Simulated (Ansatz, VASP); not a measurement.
**Two plane-wave programs on Ge**

File INCAR:

```
SYSTEM = Ge
PREC = Accurate
ENCUT = 600
EDIFF = 1E-7
ISMEAR = -1
SIGMA = 0.1
LREAL = .FALSE.
LASPH = .TRUE.
NELM = 80
ALGO = Normal
ISIF = 3
LWAVE = .FALSE.
LCHARG = .FALSE.
GGA = PE
IBRION = 2
NSW = 60
EDIFFG = -0.005
```

The input KPOINTS:

```
regular mesh
0
G
  21 21 21
  0 0 0
```

Contents of POSCAR:

```
Ge
1.0
   -1.6809877034      1.6809877034      1.6809877034
    1.6809877034     -1.6809877034      1.6809877034
    1.6809877034      1.6809877034     -1.6809877034
Ge
1
Direct
    0.0000000000      0.0000000000      0.0000000000
```

Input for Ansatz:

```yaml
crystal:
  lattice:
    - [-1.6809877034, 1.6809877034, 1.6809877034]
    - [1.6809877034, -1.6809877034, 1.6809877034]
    - [1.6809877034, 1.6809877034, -1.6809877034]
  atoms:
    - { symbol: Ge, position: [0.0, 0.0, 0.0] }
kpoints:
  mp_grid: { grid: [21, 21, 21] }
scf:
  occupations: { method: fermi_dirac, width: 0.1 }
hamiltonian:
  xc: pbe
  pseudopotentials: { kind: paw }
output:
  forces: true
  stress: true
relax:
  f_tol: 0.005
  max_steps: 40
  cell: {}
```

Alike in both runs: task relaxation of cell and atoms; functional PBE; k mesh 21 × 21 × 21; occupations fermi-dirac, width 0.1 eV; no spin polarisation.

|  | VASP | Ansatz |
| --- | --- | --- |
| version | VASP 6.6.1 | Ansatz 0.2.0 |
| potentials or method | VASP PAW PBE potentials, release 64 (Ge_d) | PAW with Ansatz's default frozen-core files, scalar-relativistic |
| plane-wave cutoff (eV) | 600 | 420 |
| valence electrons in the cell | 14 | 14 |

Ansatz gave:

```
relaxed volume (Å³/atom)                                                      : 19.29
relaxed length of the cell vector where the two differ most in proportion (Å) : 2.926
```

Question: Estimate VASP's values.

Answer: Relaxed volume (Å³/atom): 19.31; relaxed length of the cell vector where the two differ most in proportion (Å): 2.927.
